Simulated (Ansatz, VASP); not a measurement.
## Two plane-wave programs on Pd4Pt

```
Pd Pt
1.0
     3.94331   -4.23750    0.00000
     3.94331    4.23750    0.00000
     0.00000    0.00000    2.69755
Pd Pt
4 1
Direct
  0.32617 0.32617 0.00000
  0.26862 0.73138 0.50000
  0.73138 0.26862 0.50000
  0.67383 0.67383 0.00000
  0.00000 0.00000 0.00000
```

Change from the starting cell: species swapped into the OsCl4 type (Cmmm, No. 65).

Alike in both runs: functional PBE; k mesh 3 × 3 × 5; occupations gaussian, width 0.2 eV; no spin polarisation.

Ansatz relaxed the structure, and its values are those at the end. VASP's run is a single point on that final structure, the one shown.

|  | VASP | Ansatz |
| --- | --- | --- |
| version | VASP 6.6.1 | Ansatz 0.2.0 |
| potentials or method | VASP PAW PBE potentials, release 64 (Pd, Pt), cutoff 520 eV | scalar-relativistic, plane waves, PAW |
| valence electrons in the cell | 50 | 90 |

Ansatz gave:

```
gap on the k mesh at the Fermi level (eV) : none
pressure (GPa)                            : 0.2
rms of the force components (eV/Å)        : 0.003
```

**Question.** What did VASP give for the same quantities?

**Answer.** gap on the k mesh at the Fermi level (eV): none; pressure (GPa): -0.1; rms of the force components (eV/Å): 0.004.

A gap of «none» marks a metal or a gap that the smearing closes. The functional is the same, so the differences come from potentials, cutoffs and numerics. VASP's potentials hold 50 valence electrons a cell and Ansatz's 90, so a difference there can come from the potentials and not from the codes.

The k mesh is coarse, so the values compare programs but aren't converged. Neither program's run includes spin-orbit coupling.
